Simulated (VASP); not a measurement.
# TiC8 (P1) in VASP: relaxation of cell and atoms with PBE+D3(BJ)

Aim: the relaxation of cell and atoms of TiC8 with PBE+D3(BJ).

All numbers are computed with VASP 6.6.1; they aren't measurements. Logs are shortened: lines on timing, memory, paths and dates and some standing lists are left out, and cuts for length are marked.

## 1. The cell of the first run

The typed cell holds 9 atoms: a = 3.688 Å, b = 5.013 Å, c = 5.041 Å, α = 120.66°, β = 89.90°, γ = 89.69°.

## 2. Relaxation of cell and atoms, PBE+D3(BJ)

The input, INCAR:

```
SYSTEM = TiC8
PREC = Accurate
ENCUT = 600
EDIFF = 1E-6
ISMEAR = 0
SIGMA = 0.2
LREAL = .False.
LASPH = .True.
NELM = 80
ALGO = Normal
ISIF = 3
LWAVE = .False.
LCHARG = .False.
GGA = PE
IVDW = 12
IBRION = 2
NSW = 80
EDIFFG = -0.025
```

The input, KPOINTS:

```
Automatic mesh
0
Gamma
  6 6 6
  0 0 0
```

The input, POSCAR:

```
TiC8
1.0
    0.0100980663      0.0094866620      3.6879234446
    5.0132843759     -0.0371042203      0.0138805875
   -2.5387753853      4.3550042612      0.0043528197
Ti C
1 8
Direct
    0.5373721091      1.0330998611     -0.0087743246
   -0.0075970156      0.3185706268      0.6716327625
    0.0575337086      0.3416920216      0.1921999205
   -0.0161855060      0.8046376379      0.6412040478
    0.0229028424      0.8245233047      0.1849044042
    0.0337258379      0.2037403896      0.8411277442
   -0.0208896870      0.1779843707      0.3376727489
   -0.0455766013      0.5918509377      0.7800738239
   -0.0612856879      0.7039008499      0.3599588726
```

Potentials or basis: VASP PAW PBE potentials, release 64 (Ti_sv, C).

Command:

```console
$ cat potpaw_PBE.64/Ti_sv/POTCAR potpaw_PBE.64/C/POTCAR > POTCAR
$ mpirun -np 1 vasp_std > vasp.out
```

OUTCAR:

```text
SYSTEM = TiC8
   PREC = Accurate
   ENCUT = 600
   EDIFF = 1E-6
   ISMEAR = 0
   LREAL = .False.
   LASPH = .True.
   NELM = 80
   ISIF = 3
   GGA = PE
   IVDW = 12
   IBRION = 2
   NSW = 80
   EDIFFG = -0.025
 IVDW          = 12

 ion  position               nearest neighbor table
   1  0.537  0.033  0.991-   3 2.22   7 2.23   4 2.25   6 2.31   6 2.32   3 2.35   8 2.44
   2  0.992  0.319  0.672-   8 1.20   6 1.26   7 1.46
   3  0.058  0.342  0.192-   7 1.38   6 1.54   9 1.62   1 2.22   1 2.35
   4  0.984  0.805  0.641-   9 1.25   8 1.55   6 1.73   1 2.25
   5  0.023  0.825  0.185-   9 1.34   7 1.54   8 1.78
   6  0.034  0.204  0.841-   2 1.26   3 1.54   4 1.73   1 2.31   1 2.32
   7  0.979  0.178  0.338-   3 1.38   2 1.46   5 1.54   1 2.23
   8  0.954  0.592  0.780-   2 1.20   4 1.55   5 1.78   1 2.44
   9  0.939  0.704  0.360-   4 1.25   5 1.34   3 1.62

  LATTYP: Found a triclinic cell.
 ALAT       =     4.9767246222
 B/A-ratio  =     1.0129108225
 C/A-ratio  =     0.7410394890
 COS(alpha) =     0.0017067836
 COS(beta)  =     0.0072569622
 COS(gamma) =     0.4991449822

  Lattice vectors:

 A1 = (   2.4745089906,   4.3179000409,   0.0182334072)
 A2 = (  -2.5387753853,   4.3550042612,   0.0043528197)
 A3 = (   0.0100980663,   0.0094866620,   3.6879234446)

Analysis of symmetry for initial positions (statically):
=====================================================================
 Subroutine PRICEL returns:
 Original cell was already a primitive cell.

 Routine SETGRP: Setting up the symmetry group for a
 triclinic supercell.

 Subroutine GETGRP returns: Found  1 space group operations
 (whereof  1 operations were pure point group operations)
 out of a pool of  2 trial point group operations.

The static configuration has the point symmetry C_1 .

Analysis of symmetry for dynamics (positions and initial velocities):
=====================================================================
 Subroutine PRICEL returns:
 Original cell was already a primitive cell.

 Routine SETGRP: Setting up the symmetry group for a
 triclinic supercell.

 Subroutine GETGRP returns: Found  1 space group operations
 (whereof  1 operations were pure point group operations)
 out of a pool of  2 trial point group operations.

The dynamic configuration has the point symmetry C_1 .

 Subroutine INISYM returns: Found  1 space group operations
 (whereof  1 operations are pure point group operations),
 and found     1 'primitive' translations

----------------------------------------------------------------------------------------

                                     Primitive cell

  volume of cell :      80.1694

  direct lattice vectors                    reciprocal lattice vectors
     0.010098066  0.009486662  3.687923445    -0.000756043 -0.000711763  0.271159204
     5.013284376 -0.037104220  0.013880587     0.200336755  0.116788340 -0.000848972
    -2.538775385  4.355004261  0.004352820     0.001708497  0.230617476 -0.000597909

  length of vectors
     3.687949471  5.013440897  5.040978230     0.271161192  0.231894486  0.230624580

  position of ions in fractional coordinates (direct lattice)
     0.537372109  0.033099861  0.991225675
     0.992402984  0.318570627  0.671632763
     0.057533709  0.341692022  0.192199921
     0.983814494  0.804637638  0.641204048
     0.022902842  0.824523305  0.184904404
     0.033725838  0.203740390  0.841127744
     0.979110313  0.177984371  0.337672749
     0.954423399  0.591850938  0.780073824
     0.938714312  0.703900850  0.359958873

  ion indices of the primitive-cell ions
   primitive index   ion index
                 1           1
                 2           2
                 3           3
                 4           4
                 5           5
                 6           6
                 7           7
                 8           8
                 9           9

----------------------------------------------------------------------------------------

 KPOINTS: Automatic mesh

Automatic generation of k-mesh.
 Grid dimensions read from file:
 generate k-points for:    6    6    6

 Generating k-lattice:

  Cartesian coordinates                     Fractional coordinates (reciprocal lattice)
    -0.000126007 -0.000118627  0.045193201     0.166666667  0.000000000 -0.000000000
     0.033389459  0.019464723 -0.000141495     0.000000000  0.166666667 -0.000000000
     0.000284749  0.038436246 -0.000099651    -0.000000000  0.000000000  0.166666667

  Length of vectors
     0.045193532  0.038649081  0.038437430

  Shift w.r.t. Gamma in fractional coordinates (k-lattice)
     0.000000000  0.000000000  0.000000000

 Subroutine IBZKPT returns following result:
 ===========================================

 Found    112 irreducible k-points:

 Following reciprocal coordinates:
            Coordinates               Weight
  0.000000  0.000000  0.000000      1.000000
  0.166667 -0.000000 -0.000000      2.000000
  0.333333 -0.000000  0.000000      2.000000
  0.500000 -0.000000 -0.000000      1.000000
  0.000000  0.166667 -0.000000      2.000000
  0.166667  0.166667  0.000000      2.000000
[... 16 lines left out ...]
  0.333333 -0.000000  0.166667      2.000000
  0.500000 -0.000000  0.166667      2.000000
 [... further k-points ...]
   k-points           NKPTS =    112   k-points in BZ     NKDIM =    112   number of bands    NBANDS=     27
   number of dos      NEDOS =    301   number of ions     NIONS =      9
   total plane-waves  NPLWV =  48000
   dimension x,y,z NGX =    30 NGY =   40 NGZ =   40
   dimension x,y,z NGXF=    60 NGYF=   80 NGZF=   80
   ions per type =               1   8
   NGX,Y,Z   is equivalent  to a cutoff of  13.52, 13.26, 13.19 a.u.
   NGXF,Y,Z  is equivalent  to a cutoff of  27.05, 26.53, 26.38 a.u.
 SYSTEM =  TiC8
   PREC   = accura    normal or accurate (medium, high low for compatibility)
   ISTART =      0    job   : 0-new  1-cont  2-samecut
   ICHARG =      2    charge: 1-file 2-atom 10-const
   ISPIN  =      1    spin polarized calculation?
   LNONCOLLINEAR =      F non collinear calculations
   LSORBIT =      F    spin-orbit coupling
   LASPH  =      T    aspherical Exc in radial PAW
   ENCUT  =  600.0 eV  44.10 Ry    6.64 a.u.   7.37 10.01 10.07*2*pi/ulx,y,z
   NELM   =     80;   NELMIN=  2; NELMDL= -5     # of ELM steps
   EDIFF  = 0.1E-05   stopping-criterion for ELM
   LREAL  =      F    real-space projection
   EDIFFG = -.3E-01   stopping-criterion for IOM
   NSW    =     80    number of steps for IOM
   IBRION =      2    ionic relax: 0-MD 1-quasi-New 2-CG
   NFREE  =      1    steps in history (QN), initial steepest desc. (CG)
   ISIF   =      3    stress and relaxation
   ISYM   =      2    0-nonsym 1-usesym 2-fastsym
   POTIM  = 0.5000    time-step for ionic-motion
   TEBEG  =    0.0;   TEEND  =   0.0 temperature during run
   PSTRESS=    0.0 pullay stress
   NELECT =      44.0000    total number of electrons
   NUPDOWN=      -1.0000    fix difference up-down
   EMIN   =  10.00;   EMAX   =-10.00  energy-range for DOS
   EFERMI =   0.00;   METHOD = LEGACY
   ISMEAR =     0;   SIGMA  =   0.20  broadening in eV -4-tet -1-fermi 0-gaus
   EFERMI_NEDOS =   21; number of points for ismear=-14 and -15
   IALGO  =     38    algorithm
   IMIX   =      4    mixing-type and parameters
     AMIX     =   0.40;   BMIX     =  1.00
     AMIX_MAG =   1.60;   BMIX_MAG =  1.00
  volume/ion in A,a.u.               =       8.91        60.11
  Fermi-wavevector in a.u.,A,eV,Ry     =   1.340364  2.532921 24.443902  1.796576
  Thomas-Fermi vector in A             =   2.468683
   LORBIT       =      0    0 simple, 1 ext, 2 COOP (PROOUT), +10 PAW based schemes
   GGA     = PE    functional components
   LHFCALC =     F    Hartree Fock is set to
   AEXX    =    0.0000 exact exchange contribution
   IVDW    =    12    specifies the selected vdW correction
   LEPSILON=     F    determine dielectric tensor
   LRPA    =     F    only Hartree local field effects (RPA)
 conjugate gradient relaxation of ions
 non-spin polarized calculation
 Gauss-broadening in eV      SIGMA  =   0.20
  energy-cutoff  :      600.00
  volume of cell :       80.17
 maximum number of plane-waves:      2695
 NGX is ok and might be reduce to    30
   NGX = 15   NGY = 21   NGZ = 21

--------------------------------------- Ionic step        1  -------------------------------------------

 number of electron      43.9999998 magnetization

 Free energy of the ion-electron system (eV)
  ---------------------------------------------------
  ext. energy  EPLUGINS =         0.00000000
  ---------------------------------------------------
  free energy    TOTEN  =       -73.36625581 eV

  energy without entropy =      -73.27609064  energy(sigma->0) =      -73.32117322

------------------------ aborting loop because EDIFF is reached ----------------------------------------

 Edisp (eV)   -1.69501

 E8    (eV) :    -0.5754
[... 38 lines left out ...]
--------------------------------------- Ionic step        2  -------------------------------------------

 number of electron      44.0000001 magnetization

 E-fermi :   4.9371     XC(G=0):  -9.9772

 val. band max:        4.9369106693   @ k =  -0.3333  -0.1667   0.3333
 cond. band min:       4.9462262873   @ k =  -0.0000  -0.0000   0.1667
 fundamental gap:      0.0093156179
 Fermi energy:         4.9370970893

 k-point     1 :       0.0000    0.0000    0.0000
  band No.  band energies     occupation
      1     -52.6142      2.00000
      2     -29.4653      2.00000
      3     -29.0068      2.00000
      4     -28.8845      2.00000
      5     -18.5345      2.00000
      6     -13.3926      2.00000
[... 709 lines left out ...]
     26       6.3318      0.00000
     27       6.9760      0.00000

 [... further k-points ...]

------------------------ aborting loop because EDIFF is reached ----------------------------------------

 Edisp (eV)   -1.54855

 E8    (eV) :    -0.5162
[... 79 lines left out ...]
  FREE ENERGIE OF THE ION-ELECTRON SYSTEM (eV)
  ---------------------------------------------------
  free  energy   TOTEN  =       -78.8328854115 eV

  energy  without entropy=      -78.7621855971  energy(sigma->0) =      -78.79753550

[... ionic steps 4 to 33 ...]

--------------------------------------- Ionic step       34  -------------------------------------------

 number of electron      44.0000005 magnetization

------------------------ aborting loop because EDIFF is reached ----------------------------------------
[... 89 lines left out ...]
--------------------------------------- Ionic step       36  -------------------------------------------

 number of electron      44.0000005 magnetization

 Free energy of the ion-electron system (eV)
  ---------------------------------------------------
  ext. energy  EPLUGINS =         0.00000000
  ---------------------------------------------------
  free energy    TOTEN  =       -80.16126572 eV

  energy without entropy =      -80.09394326  energy(sigma->0) =      -80.12760449

 E-fermi :   7.7189     XC(G=0): -11.1103

 val. band max:        7.7170602429   @ k =   0.1667   0.5000   0.5000
 cond. band min:       7.7257851848   @ k =   0.3333   0.5000  -0.0000
 fundamental gap:      0.0087249418
 Fermi energy:         7.7188797125

 k-point     1 :       0.0000    0.0000    0.0000
  band No.  band energies     occupation
      1     -49.7909      2.00000
      2     -26.2258      2.00000
      3     -26.1253      2.00000
      4     -26.1251      2.00000
      5     -13.2805      2.00000
      6      -8.1725      2.00000
[... 709 lines left out ...]
     26       9.3800      0.00000
     27      11.0996      0.00000

 [... further k-points ...]

------------------------ aborting loop because EDIFF is reached ----------------------------------------

 Edisp (eV)   -1.72188

 E8    (eV) :    -0.5824
[... 32 lines left out ...]
  FREE ENERGIE OF THE ION-ELECTRON SYSTEM (eV)
  ---------------------------------------------------
  free  energy   TOTEN  =       -81.8831421626 eV

  energy  without entropy=      -81.8158197041  energy(sigma->0) =      -81.84948093

 reached required accuracy - stopping structural energy minimisation
```

Wall time 54 min (1 thread of Intel Xeon 6975P-C (Granite Rapids), shared host); peak memory 0.46 GiB.

What came out:

| Item | Value |
| --- | --- |
| Free energy | -81.8831 eV |
| Relaxed volume | 8.75 Å³/atom |
| Relaxed cell | a = 3.635 Å, b = 5.002 Å, c = 5.002 Å, α = 119.99°, β = 89.96°, γ = 90.10° |
| Space group after relaxing (to 0.1 Å) | P6/mmm (No. 191) |
| Pressure after relaxing | 0.0 GPa |
| Largest force after relaxing | 0.021 eV/Å |
| Band gap on the k mesh | zero (bands 22 and 23 overlap by 1.72 eV) |
| Dispersion energy per atom | -0.191 eV |

Forces on the atoms (eV/Å):
```
Ti   0.010  0.001 -0.005
C   -0.012  0.002  0.015
C    0.020  0.004  0.003
C    0.001 -0.003 -0.008
C    0.007 -0.007 -0.001
C    0.003  0.008 -0.002
C   -0.008  0.004 -0.009
C   -0.012 -0.008 -0.005
C   -0.009 -0.001  0.012
```

Final structure:
```cif
data_structure
_symmetry_space_group_name_H-M 'P 1'
_symmetry_Int_Tables_number 1
_cell_length_a 3.6350
_cell_length_b 5.0022
_cell_length_c 5.0017
_cell_angle_alpha 119.992
_cell_angle_beta 89.965
_cell_angle_gamma 90.103
_cell_volume 78.77
loop_
_atom_site_label
_atom_site_type_symbol
_atom_site_fract_x
_atom_site_fract_y
_atom_site_fract_z
_atom_site_occupancy
Ti1 Ti 0.50026 0.99970 0.99996 1
C1 C 0.99959 0.33347 0.66668 1
C2 C 0.00010 0.33654 0.16824 1
C3 C 0.00028 0.83172 0.66336 1
C4 C 0.99977 0.83173 0.16843 1
C5 C 0.00021 0.16832 0.83159 1
C6 C 0.00041 0.16837 0.33664 1
C7 C 0.99981 0.66351 0.83178 1
C8 C 0.99958 0.66663 0.33333 1
```

Levels at points of the mesh, in eV from the Fermi level:
| k point | band 18 | band 19 | band 20 | band 21 | band 22 | band 23 | band 24 | band 25 | band 26 | band 27 |
| --- | --- | --- | --- | --- | --- | --- | --- | --- | --- | --- |
| (0.00, 0.00, 0.00) | -4.63 | -4.62 | -3.12 | -0.90 | 0.21 | 0.21 | 0.37 | 0.37 | 0.92 | 2.93 |
| (0.50, 0.00, 0.00) | -4.53 | -4.53 | -4.12 | -2.68 | -2.68 | -1.33 | 1.22 | 1.58 | 1.58 | 3.30 |
| (0.00, 0.50, 0.00) | -6.51 | -5.66 | -3.66 | -0.58 | -0.26 | 0.63 | 0.74 | 0.99 | 3.08 | 3.28 |
| (0.50, 0.50, 0.00) | -6.45 | -5.23 | -5.20 | -1.91 | 0.17 | 0.62 | 0.68 | 1.61 | 1.83 | 3.73 |
| (0.00, 0.00, 0.50) | -6.51 | -5.66 | -3.66 | -0.58 | -0.25 | 0.63 | 0.74 | 0.99 | 3.08 | 3.28 |
| (0.50, 0.00, 0.50) | -6.45 | -5.23 | -5.20 | -1.91 | 0.17 | 0.62 | 0.68 | 1.61 | 1.83 | 3.73 |
| (0.00, 0.50, 0.50) | -6.51 | -5.67 | -3.66 | -0.58 | -0.25 | 0.63 | 0.74 | 0.99 | 3.08 | 3.28 |
| (0.50, 0.50, 0.50) | -6.45 | -5.24 | -5.20 | -1.91 | 0.17 | 0.62 | 0.68 | 1.61 | 1.83 | 3.73 |
